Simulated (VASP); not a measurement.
A run of VASP 6.6.1:

The input INCAR:

```
SYSTEM = BiTe
ALGO     = Normal         ! electronic algorithm
EDIFF    = 1E-6           ! SCF threshold, eV
ENCUT    = 520            ! plane-wave cutoff, eV
GGA      = PE             ! functional
ISIF     = 2              ! what is computed and relaxed
ISMEAR   = 0              ! smearing method
LASPH    = .TRUE.         ! aspherical terms in the spheres
LCHARG   = .FALSE.        ! write CHGCAR
LREAL    = .FALSE.        ! projectors in reciprocal space
LWAVE    = .FALSE.        ! write WAVECAR
NBANDS   = 18             ! bands
NELM     = 60             ! most SCF steps
PREC     = Accurate       ! precision mode
SIGMA    = 0.026000000000000002 ! smearing width, eV
```

KPOINTS

```
k-points
0
G
  7 7 7
  0 0 0
```

File POSCAR:

```
BiTe
1.0
    0.0000000000      3.2350000000      3.2350000000
    3.2350000000      0.0000000000      3.2350000000
    3.2350000000      3.2350000000      0.0000000000
Bi Te
1 1
Direct
    0.0000000000      0.0000000000      0.0000000000
    0.5000000000      0.5000000000      0.5000000000
```

Potentials or basis: VASP PAW PBE potentials, release 64 (Bi_d, Te).

Run with:

```bash
$ cat potpaw_PBE.64/Bi_d/POTCAR potpaw_PBE.64/Te/POTCAR > POTCAR
$ mpirun -np 1 vasp_std > vasp.out
```

Hardware: 1 thread of Intel(R) Xeon(R) Platinum 8175M CPU @ 2.50GHz (Skylake/Cascade Lake), with other jobs on the host.

Question: How long does it take, and how much memory?

Answer: Run time: 24 s on 1 thread of Intel(R) Xeon(R) Platinum 8175M CPU @ 2.50GHz (Skylake/Cascade Lake) (shared host), peak memory 0.21 GiB. Counts: scf iterations 12, k points 20.
